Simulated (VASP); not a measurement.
Wanted: the native input for a VASP 6.6.1 run.

- Task: single point
- Functional: PBEsol
- Potentials or basis: VASP PAW PBE potentials, release 64 (Co, Si)
- Cutoff: 520 eV
- k mesh: 10 × 10 × 10
- Occupations: gaussian, width 0.15 eV
- Spin: no spin polarisation
- Dipole correction: no
- Further INCAR settings: ALGO = Normal; EDIFF = 1e-06; NBANDS = 36

The structure of CoSi lies in POSCAR:

```
CoSi
1.0
    4.3858255181      0.0000000000      0.0000000000
    0.0000000000      4.3858255181      0.0000000000
    0.0000000000      0.0000000000      4.3858255181
Co Si
4 4
Direct
    0.1535430791      0.1535430791      0.1535430791
    0.3464569209      0.8464569209      0.6535430791
    0.6535430791      0.3464569209      0.8464569209
    0.8464569209      0.6535430791      0.3464569209
    0.8439158986      0.8439158986      0.8439158986
    0.6560841014      0.1560841014      0.3439158986
    0.3439158986      0.6560841014      0.1560841014
    0.1560841014      0.3439158986      0.6560841014
```

This cell differs from its parent crystal: atoms displaced along a vibrational mode.

These files were run (other wordings do the same):

INCAR

```
SYSTEM = CoSi
  PREC = Accurate
  ENCUT = 520
  EDIFF = 1E-6
  ISMEAR = 0
  SIGMA = 0.15
  LREAL = .FALSE.
  LASPH = .TRUE.
  NELM = 80
  ALGO = Normal
  ISIF = 2
  LWAVE = .FALSE.
  LCHARG = .FALSE.
  GGA = PS
  NBANDS = 36
```

KPOINTS

```
regular mesh
0
G
  10 10 10
  0 0 0
```

Potentials or basis: VASP PAW PBE potentials, release 64 (Co, Si).

The run is started by

```bash
$ cat potpaw_PBE.64/Co/POTCAR potpaw_PBE.64/Si/POTCAR > POTCAR
$ mpirun -np 1 vasp_std > vasp.out
```

It gave:

- Pressure: -0.2 GPa
- Largest force: 0.563 eV/Å
- Band gap on the k mesh: zero (bands 26 and 27 overlap by 0.24 eV)

Caveat: the cell differs from its parent crystal (atoms displaced along a vibrational mode); the PAW data sets were made with another functional, which shifts forces and pressure a little; the run has no spin polarisation, though such a crystal can be magnetic.

Run time: 2.2 min on 1 thread of AMD EPYC 9R45 (Zen 5) (shared host), peak memory 0.29 GiB.
